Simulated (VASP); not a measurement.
# Ca7F16 (a cell with a defect) in VASP: relaxation of the atoms with PBE

Aim: the relaxation of the atoms of Ca7F16 (a cell with a defect) with PBE.

All numbers are computed with VASP 6.6.1; they aren't measurements. Logs are shortened: lines on timing, memory, paths and dates and some standing lists are left out, and cuts for length are marked.

**1. The cell of the first run**

The cell holds a defect, 23 atoms: a = 7.801 Å, b = 7.801 Å, c = 7.801 Å, α = 60.00°, β = 60.00°, γ = 60.00°.

**2. Relaxation of the atoms, PBE (atoms taken out)**

The input, INCAR:

```
SYSTEM = Ca7F16
ALGO = Normal ; EDIFF = 1E-7
EDIFFG = -0.03 ; ENCUT = 520
GGA = PE ; GGA_COMPAT = .FALSE.
IBRION = 2 ; ISIF = 2
ISMEAR = -1 ; KPAR = 4
LASPH = .TRUE. ; LCHARG = .FALSE.
LREAL = .FALSE. ; LWAVE = .FALSE.
NELECT = 184.0 ; NELM = 120
NELMIN = 4 ; NSW = 60
PREC = Accurate ; SIGMA = 0.01
```

The input, KPOINTS:

```
k-points
0
G
  3 3 3
  0 0 0
```

The input, POSCAR:

```
Ca7F16
1.0
    0.0000000000      5.5160519364      5.5160519364
    5.5160519364      0.0000000000      5.5160519364
    5.5160519364      5.5160519364      0.0000000000
Ca F
7 16
Direct
    0.0000000000      0.0000000000      0.5000000000
    0.0000000000      0.5000000000      0.0000000000
    0.0000000000      0.5000000000      0.5000000000
    0.5000000000      0.0000000000      0.0000000000
    0.5000000000      0.0000000000      0.5000000000
    0.5000000000      0.5000000000      0.0000000000
    0.5000000000      0.5000000000      0.5000000000
    0.3750000000      0.3750000000      0.3750000000
    0.3750000000      0.3750000000      0.8750000000
    0.3750000000      0.8750000000      0.3750000000
    0.3750000000      0.8750000000      0.8750000000
    0.8750000000      0.3750000000      0.3750000000
    0.8750000000      0.3750000000      0.8750000000
    0.8750000000      0.8750000000      0.3750000000
    0.8750000000      0.8750000000      0.8750000000
    0.1250000000      0.1250000000      0.1250000000
    0.1250000000      0.1250000000      0.6250000000
    0.1250000000      0.6250000000      0.1250000000
    0.1250000000      0.6250000000      0.6250000000
    0.6250000000      0.1250000000      0.1250000000
    0.6250000000      0.1250000000      0.6250000000
    0.6250000000      0.6250000000      0.1250000000
    0.6250000000      0.6250000000      0.6250000000
```

Potentials or basis: VASP PAW PBE potentials, release 64 (Ca_sv, F).

Command:

```console
cat potpaw_PBE.64/Ca_sv/POTCAR potpaw_PBE.64/F/POTCAR > POTCAR
mpirun -np 4 vasp_std > vasp.out
```

OUTCAR:

```text
SYSTEM = Ca7F16
   EDIFF = 1E-7
   EDIFFG = -0.03
   ENCUT = 520
   GGA = PE
   IBRION = 2
   ISIF = 2
   ISMEAR = -1
   LASPH = .TRUE.
   LREAL = .FALSE.
   NELECT = 184.0
   NELM = 120
   NELMIN = 4
   NSW = 60
   PREC = Accurate

 ion  position               nearest neighbor table
   1  0.000  0.000  0.500-  10 2.39  12 2.39  14 2.39  15 2.39  16 2.39  17 2.39  19 2.39  21 2.39

   2  0.000  0.500  0.000-   9 2.39  12 2.39  13 2.39  15 2.39  16 2.39  18 2.39  19 2.39  22 2.39

   3  0.000  0.500  0.500-   8 2.39  12 2.39  13 2.39  14 2.39  17 2.39  18 2.39  19 2.39  23 2.39

   4  0.500  0.000  0.000-   9 2.39  10 2.39  11 2.39  15 2.39  16 2.39  20 2.39  21 2.39  22 2.39

   5  0.500  0.000  0.500-   8 2.39  10 2.39  11 2.39  14 2.39  17 2.39  20 2.39  21 2.39  23 2.39

   6  0.500  0.500  0.000-   8 2.39   9 2.39  11 2.39  13 2.39  18 2.39  20 2.39  22 2.39  23 2.39

   7  0.500  0.500  0.500-   8 2.39   9 2.39  10 2.39  12 2.39  19 2.39  21 2.39  22 2.39  23 2.39

   8  0.375  0.375  0.375-   3 2.39   5 2.39   6 2.39   7 2.39
   9  0.375  0.375  0.875-   2 2.39   4 2.39   6 2.39   7 2.39
  10  0.375  0.875  0.375-   1 2.39   4 2.39   5 2.39   7 2.39
  11  0.375  0.875  0.875-   4 2.39   5 2.39   6 2.39
  12  0.875  0.375  0.375-   1 2.39   2 2.39   3 2.39   7 2.39
  13  0.875  0.375  0.875-   2 2.39   3 2.39   6 2.39
  14  0.875  0.875  0.375-   1 2.39   3 2.39   5 2.39
  15  0.875  0.875  0.875-   1 2.39   2 2.39   4 2.39
  16  0.125  0.125  0.125-   1 2.39   2 2.39   4 2.39
  17  0.125  0.125  0.625-   1 2.39   3 2.39   5 2.39
  18  0.125  0.625  0.125-   2 2.39   3 2.39   6 2.39
  19  0.125  0.625  0.625-   1 2.39   2 2.39   3 2.39   7 2.39
  20  0.625  0.125  0.125-   4 2.39   5 2.39   6 2.39
  21  0.625  0.125  0.625-   1 2.39   4 2.39   5 2.39   7 2.39
  22  0.625  0.625  0.125-   2 2.39   4 2.39   6 2.39   7 2.39
  23  0.625  0.625  0.625-   3 2.39   5 2.39   6 2.39   7 2.39

  LATTYP: Found a face centered cubic cell.
 ALAT       =    11.0321038728

  Lattice vectors:

 A1 = (   0.0000000000,   5.5160519364,   5.5160519364)
 A2 = (   5.5160519364,   0.0000000000,   5.5160519364)
 A3 = (   5.5160519364,   5.5160519364,   0.0000000000)

Analysis of symmetry for initial positions (statically):
=====================================================================
 Subroutine PRICEL returns:
 Original cell was already a primitive cell.

 Routine SETGRP: Setting up the symmetry group for a
 face centered cubic supercell.

 Subroutine GETGRP returns: Found 48 space group operations
 (whereof 48 operations were pure point group operations)
 out of a pool of 48 trial point group operations.

The static configuration has the point symmetry O_h .

Analysis of symmetry for dynamics (positions and initial velocities):
=====================================================================
 Subroutine PRICEL returns:
 Original cell was already a primitive cell.

 Routine SETGRP: Setting up the symmetry group for a
 face centered cubic supercell.

 Subroutine GETGRP returns: Found 48 space group operations
 (whereof 48 operations were pure point group operations)
 out of a pool of 48 trial point group operations.

The dynamic configuration has the point symmetry O_h .

 Subroutine INISYM returns: Found 48 space group operations
 (whereof 48 operations are pure point group operations),
 and found     1 'primitive' translations

----------------------------------------------------------------------------------------

                                     Primitive cell

  volume of cell :     335.6719

  direct lattice vectors                    reciprocal lattice vectors
     0.000000000  5.516051936  5.516051936    -0.090644542  0.090644542  0.090644542
     5.516051936  0.000000000  5.516051936     0.090644542 -0.090644542  0.090644542
     5.516051936  5.516051936  0.000000000     0.090644542  0.090644542 -0.090644542

  length of vectors
     7.800875459  7.800875459  7.800875459     0.157000952  0.157000952  0.157000952

  position of ions in fractional coordinates (direct lattice)
     0.000000000  0.000000000  0.500000000
     0.000000000  0.500000000  0.000000000
     0.000000000  0.500000000  0.500000000
     0.500000000  0.000000000  0.000000000
     0.500000000  0.000000000  0.500000000
     0.500000000  0.500000000  0.000000000
[... 15 lines left out ...]
     0.625000000  0.625000000  0.125000000
     0.625000000  0.625000000  0.625000000

  ion indices of the primitive-cell ions
   primitive index   ion index
                 1           1
                 2           2
                 3           3
                 4           4
                 5           5
                 6           6
[... 15 lines left out ...]
                22          22
                23          23

----------------------------------------------------------------------------------------

 KPOINTS: k-points

Automatic generation of k-mesh.
 Grid dimensions read from file:
 generate k-points for:    3    3    3

 Generating k-lattice:

  Cartesian coordinates                     Fractional coordinates (reciprocal lattice)
    -0.030214847  0.030214847  0.030214847     0.333333333  0.000000000  0.000000000
     0.030214847 -0.030214847  0.030214847     0.000000000  0.333333333  0.000000000
     0.030214847  0.030214847 -0.030214847     0.000000000  0.000000000  0.333333333

  Length of vectors
     0.052333651  0.052333651  0.052333651

  Shift w.r.t. Gamma in fractional coordinates (k-lattice)
     0.000000000  0.000000000  0.000000000

 Subroutine IBZKPT returns following result:
 ===========================================

 Found      4 irreducible k-points:

 Following reciprocal coordinates:
            Coordinates               Weight
  0.000000  0.000000  0.000000      1.000000
  0.333333  0.000000  0.000000      8.000000
  0.333333  0.333333  0.000000      6.000000
 -0.333333  0.333333  0.000000     12.000000
   k-points           NKPTS =      4   k-points in BZ     NKDIM =      4   number of bands    NBANDS=    110
   number of dos      NEDOS =    301   number of ions     NIONS =     23
   total plane-waves  NPLWV = 216000
   dimension x,y,z NGX =    60 NGY =   60 NGZ =   60
   dimension x,y,z NGXF=   120 NGYF=  120 NGZF=  120
   ions per type =               7  16
   NGX,Y,Z   is equivalent  to a cutoff of  12.79, 12.79, 12.79 a.u.
   NGXF,Y,Z  is equivalent  to a cutoff of  25.57, 25.57, 25.57 a.u.
 SYSTEM =  Ca7F16
   PREC   = accura    normal or accurate (medium, high low for compatibility)
   ISTART =      0    job   : 0-new  1-cont  2-samecut
   ICHARG =      2    charge: 1-file 2-atom 10-const
   ISPIN  =      1    spin polarized calculation?
   LNONCOLLINEAR =      F non collinear calculations
   LSORBIT =      F    spin-orbit coupling
   LASPH  =      T    aspherical Exc in radial PAW
   ENCUT  =  520.0 eV  38.22 Ry    6.18 a.u.  14.50 14.50 14.50*2*pi/ulx,y,z
   NELM   =    120;   NELMIN=  4; NELMDL= -5     # of ELM steps
   EDIFF  = 0.1E-06   stopping-criterion for ELM
   LREAL  =      F    real-space projection
   EDIFFG = -.3E-01   stopping-criterion for IOM
   NSW    =     60    number of steps for IOM
   IBRION =      2    ionic relax: 0-MD 1-quasi-New 2-CG
   NFREE  =      1    steps in history (QN), initial steepest desc. (CG)
   ISIF   =      2    stress and relaxation
   ISYM   =      2    0-nonsym 1-usesym 2-fastsym
   POTIM  = 0.5000    time-step for ionic-motion
   TEBEG  =    0.0;   TEEND  =   0.0 temperature during run
   PSTRESS=    0.0 pullay stress
   NELECT =     184.0000    total number of electrons
   NUPDOWN=      -1.0000    fix difference up-down
   EMIN   =  10.00;   EMAX   =-10.00  energy-range for DOS
   EFERMI =   0.00;   METHOD = LEGACY
   ISMEAR =    -1;   SIGMA  =   0.01  broadening in eV -4-tet -1-fermi 0-gaus
   EFERMI_NEDOS =   21; number of points for ismear=-14 and -15
   IALGO  =     38    algorithm
   IMIX   =      4    mixing-type and parameters
     AMIX     =   0.40;   BMIX     =  1.00
     AMIX_MAG =   1.60;   BMIX_MAG =  1.00
  volume/ion in A,a.u.               =      14.59        98.49
  Fermi-wavevector in a.u.,A,eV,Ry     =   1.339808  2.531869 24.423605  1.795084
  Thomas-Fermi vector in A             =   2.468170
   LORBIT       =      0    0 simple, 1 ext, 2 COOP (PROOUT), +10 PAW based schemes
   GGA     = PE    functional components
   LHFCALC =     F    Hartree Fock is set to
   AEXX    =    0.0000 exact exchange contribution
   IVDW    =     0    specifies the selected vdW correction
   LEPSILON=     F    determine dielectric tensor
   LRPA    =     F    only Hartree local field effects (RPA)
 conjugate gradient relaxation of ions
 non-spin polarized calculation
  energy-cutoff  :      520.00
  volume of cell :      335.67
 maximum number of plane-waves:      9185
 NGX is ok and might be reduce to    60
   NGX = 29   NGY = 29   NGZ = 29

--------------------------------------- Ionic step        1  -------------------------------------------

 number of electron     183.9999972 magnetization

 Free energy of the ion-electron system (eV)
  ---------------------------------------------------
  ext. energy  EPLUGINS =         0.00000000
  ---------------------------------------------------
  free energy    TOTEN  =      -125.67153481 eV

  energy without entropy =     -125.67153481  energy(sigma->0) =     -125.67153481

------------------------ aborting loop because EDIFF is reached ----------------------------------------

  FORCE on cell =-STRESS in cart. coord.  units (eV):
  Direction    XX          YY          ZZ          XY          YZ          ZX
  --------------------------------------------------------------------------------------
  -------------------------------------------------------------------------------------
  Total        8.7225614      8.7225614      8.7225614     -0.0000000     -0.0000000      0.0000000
  in kB       41.6331798     41.6331798     41.6331798     -0.0000000     -0.0000000      0.0000000
  external PRESSURE =      41.6331798 kB  Pullay stress =       0.0000000 kB
[... 270 lines left out ...]
  energy  without entropy=     -126.8075084011  energy(sigma->0) =     -126.80750840

--------------------------------------- Ionic step        6  -------------------------------------------

 number of electron     184.0000002 magnetization

 Free energy of the ion-electron system (eV)
  ---------------------------------------------------
  ext. energy  EPLUGINS =         0.00000000
  ---------------------------------------------------
  free energy    TOTEN  =      -126.80816491 eV

  energy without entropy =     -126.80816491  energy(sigma->0) =     -126.80816491

 E-fermi :  -1.2002     XC(G=0):  -9.1969

 val. band max:       -1.5118092713   @ k =   0.0000   0.0000   0.0000
 cond. band min:       5.4266375865   @ k =   0.0000   0.0000   0.0000
 fundamental gap:      6.9384468578
 Fermi energy:        -1.2001789724

 k-point     1 :       0.0000    0.0000    0.0000
  band No.  band energies     occupation
      1     -38.0197      2.00000
      2     -37.9984      2.00000
      3     -37.9984      2.00000
      4     -37.9984      2.00000
      5     -37.9883      2.00000
      6     -37.9883      2.00000
[... 96 lines left out ...]
    103       7.4569      0.00000
    104       7.4569      0.00000

 k-point     2 :       0.3333    0.0000    0.0000
  band No.  band energies     occupation
      1     -38.0142      2.00000
      2     -38.0036      2.00000
      3     -37.9959      2.00000
      4     -37.9959      2.00000
      5     -37.9909      2.00000
      6     -37.9909      2.00000
[... 96 lines left out ...]
    103       7.4701      0.00000
    104       7.5046      0.00000

 k-point     3 :       0.3333    0.3333    0.0000
  band No.  band energies     occupation
      1     -38.0127      2.00000
      2     -37.9985      2.00000
      3     -37.9984      2.00000
      4     -37.9984      2.00000
      5     -37.9949      2.00000
      6     -37.9883      2.00000
[... 96 lines left out ...]
    103       7.4534      0.00000
    104       7.4534      0.00000

 k-point     4 :      -0.3333    0.3333    0.0000
  band No.  band energies     occupation
      1     -38.0072      2.00000
      2     -38.0061      2.00000
      3     -37.9987      2.00000
      4     -37.9959      2.00000
      5     -37.9925      2.00000
      6     -37.9909      2.00000
[... 96 lines left out ...]
    103       7.5503      0.00000
    104       7.5877      0.00000
 [bands above 104 left out]

------------------------ aborting loop because EDIFF is reached ----------------------------------------

  FORCE on cell =-STRESS in cart. coord.  units (eV):
  Direction    XX          YY          ZZ          XY          YZ          ZX
  --------------------------------------------------------------------------------------
  -------------------------------------------------------------------------------------
  Total       14.4001445     14.4001445     14.4001445     -0.0000000     -0.0000000      0.0000000
  in kB       68.7325406     68.7325406     68.7325406     -0.0000000     -0.0000000      0.0000000
  external PRESSURE =      68.7325406 kB  Pullay stress =       0.0000000 kB
[... 38 lines left out ...]
  FREE ENERGIE OF THE ION-ELECTRON SYSTEM (eV)
  ---------------------------------------------------
  free  energy   TOTEN  =      -126.8081649095 eV

  energy  without entropy=     -126.8081649095  energy(sigma->0) =     -126.80816491

 reached required accuracy - stopping structural energy minimisation
```

It took 8.6 min on 4 MPI ranks of Intel Xeon Platinum 8488C (Sapphire Rapids), shared host; peak memory 0.59 GiB.

Results:

```
Free energy                  : -126.8082 eV
Energy gained by relaxing    : 49.4 meV/atom
Ionic steps                  : 6
Largest force after relaxing : 0.011 eV/Å
```

Forces on the atoms (eV/Å):
```
Ca   0.000  0.000  0.000
Ca   0.000  0.000  0.000
Ca   0.000  0.000  0.000
Ca   0.000  0.000  0.000
Ca   0.000  0.000  0.000
Ca   0.000  0.000  0.000
Ca   0.000  0.000  0.000
F   -0.004 -0.004 -0.004
F    0.004  0.004 -0.004
F    0.004 -0.004  0.004
F    0.007 -0.007 -0.007
F   -0.004  0.004  0.004
F   -0.007  0.007 -0.007
F   -0.007 -0.007  0.007
F    0.007  0.007  0.007
F   -0.007 -0.007 -0.007
F    0.007  0.007 -0.007
F    0.007 -0.007  0.007
F    0.004 -0.004 -0.004
F   -0.007  0.007  0.007
F   -0.004  0.004 -0.004
F   -0.004 -0.004  0.004
F    0.004  0.004  0.004
```

Step by step:
```
step  energy change (eV)  largest force (eV/Å)  pressure (GPa)
   1              0.0000                1.1338            4.16
   2             -0.4822                0.8419            4.70
   3             -1.1302                0.0871            6.59
   4             -1.1361                0.0367            6.81
   5             -1.1360                0.0469            6.87
   6             -1.1366                0.0114            6.87
```

Final structure:
```xyz
23
Lattice="0.0000 5.5161 5.5161 5.5161 0.0000 5.5161 5.5161 5.5161 0.0000" Properties=species:S:1:pos:R:3 pbc="T T T"
Ca    8.2741    8.2741   11.0321
Ca    2.7580    5.5161    8.2741
Ca    5.5161    8.2741    8.2741
Ca    5.5161    2.7580    8.2741
Ca    8.2741    5.5161    8.2741
Ca    2.7580    2.7580    5.5161
Ca    5.5161    5.5161    5.5161
F     4.1813    4.1813    4.1813
F     6.8508    6.8508    4.1813
F     6.8508    4.1813    6.8508
F     9.5161    7.0320    7.0320
F     4.1813    6.8508    6.8508
F     7.0320    9.5161    7.0320
F     7.0320    7.0320    9.5161
F     9.5161    9.5161    9.5161
F     1.5160    1.5160    1.5160
F     4.0001    4.0001    1.5160
F     4.0001    1.5160    4.0001
F     6.8508    4.1813    4.1813
F     1.5160    4.0001    4.0001
F     4.1813    6.8508    4.1813
F     4.1813    4.1813    6.8508
F     6.8508    6.8508    6.8508
```

Caveat: the cell carries a net charge on a neutralising background, which shifts energy and pressure; the cell differs from its parent crystal (atoms taken out); the cell is charged against a uniform background, so pressure and absolute levels hang on convention.
